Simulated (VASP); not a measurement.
# W in VASP: further runs, part 2 of 2

VASP 6.6.1. The steps go on from the part before.

## 4. Single point, PBE (strain +0.000 along x and y, +0.025 along z)

INCAR reads:

```
SYSTEM = W
PREC = Accurate
ENCUT = 500
EDIFF = 1E-6
ISMEAR = 0
SIGMA = 0.15
LREAL = .False.
LASPH = .True.
NELM = 120
ALGO = Normal
ISIF = 2
LWAVE = .False.
LCHARG = .False.
GGA = PE
NBANDS = 13
GGA_COMPAT = .False.
```

KPOINTS reads:

```
regular mesh
0
Gamma
  20 20 20
  0 0 0
```

POSCAR reads:

```
W
1.0
   -1.5973000000      1.5973000000      1.6372325000
    1.5973000000     -1.5973000000      1.6372325000
    1.5973000000      1.5973000000     -1.6372325000
W
1
Direct
    0.0000000000      0.0000000000      0.0000000000
```

Launch:

```bash
cat potpaw_PBE.64/W_sv/POTCAR > POTCAR
mpirun -np 1 vasp_std > vasp.out
```

It took 80 s on 1 thread of Intel Xeon Platinum 8259CL at 2.50GHz (Skylake/Cascade Lake), shared host; peak memory 0.23 GiB.

Results (log left out):

| Item | Value |
| --- | --- |
| Free energy | -12.9374 eV |
| Pressure | -9.4 GPa |
| Band gap on the k mesh | zero (band 7 reaches 15.42 eV, above the bottom of band 8 at 9.72 eV) |

Stress tensor (GPa, compression positive):
```
 -6.96   0.00   0.00
  0.00  -6.96   0.00
  0.00   0.00 -14.41
```

Levels at points of the mesh, in eV from the Fermi level:
```csv
k point,band 3,band 4,band 5,band 6,band 7,band 8,band 9,band 10,band 11,band 12
"(0.00, 0.00, 0.00)",-37.92,-37.92,-9.37,-1.27,-1.27,-0.97,1.90,2.30,14.07,14.52
"(0.50, 0.00, 0.00)",-38.27,-37.92,-5.98,-3.24,0.42,1.79,2.86,5.63,10.16,11.36
"(0.50, 0.50, 0.00)",-38.30,-37.94,-5.96,-3.56,0.61,2.24,3.02,5.70,10.34,11.23
"(0.50, 0.50, 0.50)",-38.66,-38.66,-5.49,-5.42,4.70,4.80,4.80,7.37,8.03,8.03
```

Caveat: the cell differs from its parent crystal (strain +0.000 along x and y, +0.025 along z); spin-orbit coupling is left out, which moves the levels of the heavy elements.

## 5. Single point, PBE (strain +0.050 along x and y, +0.000 along z)

INCAR reads:

```
SYSTEM = W
ALGO = Normal ; EDIFF = 1E-6
ENCUT = 500 ; GGA = PE
GGA_COMPAT = .False. ; ISIF = 2
ISMEAR = 0 ; LASPH = .True.
LCHARG = .False. ; LREAL = .False.
LWAVE = .False. ; NBANDS = 13
NELM = 120 ; PREC = Accurate
SIGMA = 0.15
```

KPOINTS reads:

```
k-points
0
Gamma
  20 20 20
  0 0 0
```

POSCAR reads:

```
W
1.0
   -1.6771650000      1.6771650000      1.5973000000
    1.6771650000     -1.6771650000      1.5973000000
    1.6771650000      1.6771650000     -1.5973000000
W
1
Direct
    0.0000000000      0.0000000000      0.0000000000
```

Potentials or basis: VASP PAW PBE potentials, release 64 (W_sv).

Launch:

```bash
cat potpaw_PBE.64/W_sv/POTCAR > POTCAR
mpirun -np 1 vasp_std > vasp.out
```

OUTCAR:

```text
SYSTEM = W
   EDIFF = 1E-6
   ENCUT = 500
   GGA = PE
   ISIF = 2
   ISMEAR = 0
   LASPH = .True.
   LREAL = .False.
   NELM = 120
   PREC = Accurate

 ion  position               nearest neighbor table
   1  0.000  0.000  0.000-

  LATTYP: Found a body centered tetragonal cell.
 ALAT       =     3.3543300000
 C/A-ratio  =     0.9523809524

  Lattice vectors:

 A1 = (  -1.6771650000,   1.6771650000,   1.5973000000)
 A2 = (   1.6771650000,  -1.6771650000,   1.5973000000)
 A3 = (   1.6771650000,   1.6771650000,  -1.5973000000)

Analysis of symmetry for initial positions (statically):
=====================================================================
 Subroutine PRICEL returns:
 Original cell was already a primitive cell.

 Routine SETGRP: Setting up the symmetry group for a
 body centered tetragonal supercell.

 Subroutine GETGRP returns: Found 16 space group operations
 (whereof 16 operations were pure point group operations)
 out of a pool of 16 trial point group operations.

The static configuration has the point symmetry D_4h.

Analysis of symmetry for dynamics (positions and initial velocities):
=====================================================================
 Subroutine PRICEL returns:
 Original cell was already a primitive cell.

 Routine SETGRP: Setting up the symmetry group for a
 body centered tetragonal supercell.

 Subroutine GETGRP returns: Found 16 space group operations
 (whereof 16 operations were pure point group operations)
 out of a pool of 16 trial point group operations.

The dynamic configuration has the point symmetry D_4h.

 Subroutine INISYM returns: Found 16 space group operations
 (whereof 16 operations are pure point group operations),
 and found     1 'primitive' translations

----------------------------------------------------------------------------------------

                                     Primitive cell

  volume of cell :      17.9721

  direct lattice vectors                    reciprocal lattice vectors
    -1.677165000  1.677165000  1.597300000     0.000000000  0.298122129  0.313028235
     1.677165000 -1.677165000  1.597300000     0.298122129  0.000000000  0.313028235
     1.677165000  1.677165000 -1.597300000     0.298122129  0.298122129  0.000000000

  length of vectors
     2.859568528  2.859568528  2.859568528     0.432277087  0.432277087  0.421608358

  position of ions in fractional coordinates (direct lattice)
     0.000000000  0.000000000  0.000000000

  ion indices of the primitive-cell ions
   primitive index   ion index
                 1           1

----------------------------------------------------------------------------------------

 KPOINTS: k-points

Automatic generation of k-mesh.
 Grid dimensions read from file:
 generate k-points for:   20   20   20

 Generating k-lattice:

  Cartesian coordinates                     Fractional coordinates (reciprocal lattice)
     0.000000000  0.014906106  0.015651412     0.050000000 -0.000000000  0.000000000
     0.014906106  0.000000000  0.015651412    -0.000000000  0.050000000  0.000000000
     0.014906106  0.014906106  0.000000000     0.000000000  0.000000000  0.050000000

  Length of vectors
     0.021613854  0.021613854  0.021080418

  Shift w.r.t. Gamma in fractional coordinates (k-lattice)
     0.000000000  0.000000000  0.000000000

 Subroutine IBZKPT returns following result:
 ===========================================

 Found    641 irreducible k-points:

 Following reciprocal coordinates:
            Coordinates               Weight
  0.000000  0.000000  0.000000      1.000000
  0.050000  0.000000  0.000000      8.000000
  0.100000 -0.000000  0.000000      8.000000
  0.150000 -0.000000  0.000000      8.000000
  0.200000 -0.000000  0.000000      8.000000
  0.250000  0.000000  0.000000      8.000000
[... 16 lines left out ...]
 -0.400000  0.050000 -0.000000     16.000000
 -0.350000  0.050000 -0.000000     16.000000
 [... further k-points ...]
   k-points           NKPTS =    641   k-points in BZ     NKDIM =    641   number of bands    NBANDS=     13
   number of dos      NEDOS =    301   number of ions     NIONS =      1
   total plane-waves  NPLWV =  13824
   dimension x,y,z NGX =    24 NGY =   24 NGZ =   24
   dimension x,y,z NGXF=    48 NGYF=   48 NGZF=   48
   ions per type =               1
   NGX,Y,Z   is equivalent  to a cutoff of  13.95, 13.95, 13.95 a.u.
   NGXF,Y,Z  is equivalent  to a cutoff of  27.91, 27.91, 27.91 a.u.
 SYSTEM =  W
   PREC   = accura    normal or accurate (medium, high low for compatibility)
   ISTART =      0    job   : 0-new  1-cont  2-samecut
   ICHARG =      2    charge: 1-file 2-atom 10-const
   ISPIN  =      1    spin polarized calculation?
   LNONCOLLINEAR =      F non collinear calculations
   LSORBIT =      F    spin-orbit coupling
   LASPH  =      T    aspherical Exc in radial PAW
   ENCUT  =  500.0 eV  36.75 Ry    6.06 a.u.   5.21  5.21  5.21*2*pi/ulx,y,z
   NELM   =    120;   NELMIN=  2; NELMDL= -5     # of ELM steps
   EDIFF  = 0.1E-05   stopping-criterion for ELM
   LREAL  =      F    real-space projection
   EDIFFG = 0.1E-04   stopping-criterion for IOM
   NSW    =      0    number of steps for IOM
   IBRION =     -1    ionic relax: 0-MD 1-quasi-New 2-CG
   NFREE  =      0    steps in history (QN), initial steepest desc. (CG)
   ISIF   =      2    stress and relaxation
   ISYM   =      2    0-nonsym 1-usesym 2-fastsym
   POTIM  = 0.5000    time-step for ionic-motion
   TEBEG  =    0.0;   TEEND  =   0.0 temperature during run
   PSTRESS=    0.0 pullay stress
   NELECT =      14.0000    total number of electrons
   NUPDOWN=      -1.0000    fix difference up-down
   EMIN   =  10.00;   EMAX   =-10.00  energy-range for DOS
   EFERMI =   0.00;   METHOD = LEGACY
   ISMEAR =     0;   SIGMA  =   0.15  broadening in eV -4-tet -1-fermi 0-gaus
   EFERMI_NEDOS =   21; number of points for ismear=-14 and -15
   IALGO  =     38    algorithm
   IMIX   =      4    mixing-type and parameters
     AMIX     =   0.40;   BMIX     =  1.00
     AMIX_MAG =   1.60;   BMIX_MAG =  1.00
  volume/ion in A,a.u.               =      17.97       121.28
  Fermi-wavevector in a.u.,A,eV,Ry     =   1.506323  2.846538 30.871748  2.269009
  Thomas-Fermi vector in A             =   2.617056
   LORBIT       =      0    0 simple, 1 ext, 2 COOP (PROOUT), +10 PAW based schemes
   GGA     = PE    functional components
   LHFCALC =     F    Hartree Fock is set to
   AEXX    =    0.0000 exact exchange contribution
   IVDW    =     0    specifies the selected vdW correction
   LEPSILON=     F    determine dielectric tensor
   LRPA    =     F    only Hartree local field effects (RPA)
 non-spin polarized calculation
 Gauss-broadening in eV      SIGMA  =   0.15
  energy-cutoff  :      500.00
  volume of cell :       17.97
 maximum number of plane-waves:       474
 NGX is ok and might be reduce to    24
   NGX = 11   NGY = 11   NGZ = 11

 number of electron      13.9999999 magnetization

 Free energy of the ion-electron system (eV)
  ---------------------------------------------------
  ext. energy  EPLUGINS =         0.00000000
  ---------------------------------------------------
  free energy    TOTEN  =       -12.77785253 eV

  energy without entropy =      -12.77319666  energy(sigma->0) =      -12.77552460

 E-fermi :   9.7203     XC(G=0): -12.9434

 val. band max:        9.7163118388   @ k =  -0.3000  -0.3000   0.2500
 cond. band min:       9.7260991159   @ k =  -0.1500   0.1500   0.0000
 fundamental gap:      0.0097872771
 Fermi energy:         9.7203333601

 k-point     1 :       0.0000    0.0000    0.0000
  band No.  band energies     occupation
      1     -64.6574      2.00000
      2     -28.3768      2.00000
      3     -28.3768      2.00000
      4     -28.3492      2.00000
      5       0.7825      2.00000
      6       8.3100      2.00000
      7       8.8797      2.00000
      8       8.8797      2.00000
      9      11.2784      0.00000
     10      12.0161      0.00000
     11      23.6532      0.00000
     12      23.6532      0.00000
     13      24.5458      0.00000
[... 353 lines left out ...]
 k-point    24 :      -0.3500    0.0500   -0.0000
  band No.  band energies     occupation
      1     -64.6010      2.00000
      2     -28.9817      2.00000
      3     -28.5909      2.00000
      4     -28.3818      2.00000
      5       3.9036      2.00000
      6       7.0165      2.00000
      7       8.1961      2.00000
      8      11.5202      0.00000
      9      11.9976      0.00000
     10      12.5265      0.00000
     11      22.0165      0.00000
     12      23.3441      0.00000
     13      27.8574      0.00000

 [... further k-points ...]

------------------------ aborting loop because EDIFF is reached ----------------------------------------

  FORCE on cell =-STRESS in cart. coord.  units (eV):
  Direction    XX          YY          ZZ          XY          YZ          ZX
  --------------------------------------------------------------------------------------
  -------------------------------------------------------------------------------------
  Total       -3.3247582     -3.3247582     -1.9414306      0.0000000     -0.0000000     -0.0000000
  in kB     -296.3961703   -296.3961703   -173.0750211      0.0000000     -0.0000000     -0.0000000
  external PRESSURE =    -255.2891206 kB  Pullay stress =       0.0000000 kB

 VOLUME and BASIS-vectors are now :
 -----------------------------------------------------------------------------
  energy-cutoff  :      500.00
  volume of cell :       17.97
      direct lattice vectors                 reciprocal lattice vectors
    -1.677165000  1.677165000  1.597300000     0.000000000  0.298122129  0.313028235
     1.677165000 -1.677165000  1.597300000     0.298122129  0.000000000  0.313028235
     1.677165000  1.677165000 -1.597300000     0.298122129  0.298122129  0.000000000

 POSITION                                       TOTAL-FORCE (eV/Angst)
 -----------------------------------------------------------------------------------
      0.00000      0.00000      0.00000         0.000000      0.000000      0.000000
 -----------------------------------------------------------------------------------
    total drift:                                0.000000      0.000000      0.000000

  FREE ENERGIE OF THE ION-ELECTRON SYSTEM (eV)
  ---------------------------------------------------
  free  energy   TOTEN  =       -12.7778525309 eV

  energy  without entropy=      -12.7731966596  energy(sigma->0) =      -12.77552460
```

stdout:

```text
POSCAR found type information on POSCAR W
 POSCAR found :  1 types and       1 ions
 scaLAPACK will be used
 LDA part: xc-table for (Slater+PW92), standard interpolation
 POSCAR, INCAR and KPOINTS ok, starting setup
 FFT: planning ... GRIDC
 FFT: planning ... GRID_SOFT
 FFT: planning ... GRID
 WAVECAR not read
 entering main loop
```

It took 1.8 min on 1 thread of Intel Xeon Platinum 8259CL at 2.50GHz (Skylake/Cascade Lake), shared host; peak memory 0.25 GiB.

What came out:

```yaml
Free_energy: -12.7779 eV
Pressure: -25.5 GPa
Band_gap_on_the_k_mesh: zero (band 7 reaches 13.97 eV, above the bottom of band 8 at 8.71 eV)
```

Levels at points of the mesh, in eV from the Fermi level:
```csv
k point,band 3,band 4,band 5,band 6,band 7,band 8,band 9,band 10,band 11,band 12
"(0.00, 0.00, 0.00)",-38.10,-38.07,-8.94,-1.41,-0.84,-0.84,1.56,2.30,13.93,13.93
"(0.50, 0.00, 0.00)",-38.39,-38.10,-5.50,-3.20,0.45,1.87,2.92,5.10,9.28,11.04
"(0.50, 0.50, 0.00)",-38.33,-38.08,-5.55,-2.61,0.11,1.30,2.38,5.01,8.95,11.37
"(0.50, 0.50, 0.50)",-38.72,-38.62,-4.96,-4.85,4.25,4.25,4.42,6.88,6.88,8.19
```

Caveat: the cell differs from its parent crystal (strain +0.050 along x and y, +0.000 along z); spin-orbit coupling is left out, which moves the levels of the heavy elements.

## 6. Summary

```tsv
cell	gap on the mesh (eV)	pressure (GPa)
a = 2.697 Å, angles 109.5°, 1 atom	none	23.7
a = 2.905 Å, angles 109.5°, 1 atom	none	-33.9
a = 2.790 Å, angles 110.1, 110.1, 108.1°, 1 atom	none	-9.4
a = 2.860 Å, angles 108.2, 108.2, 112.1°, 1 atom	none	-25.5
```

Alike in all rows: task single point; level PBE; potentials or basis VASP PAW PBE potentials, release 64 (W_sv); no spin polarisation; k mesh 20 × 20 × 20; cutoff (eV) 500; smearing gaussian 0.15 eV.

Caveats: spin-orbit coupling is left out, which moves the levels of the heavy elements.

Total energies depend on the potentials used, so only differences within one code and one set of settings carry meaning.
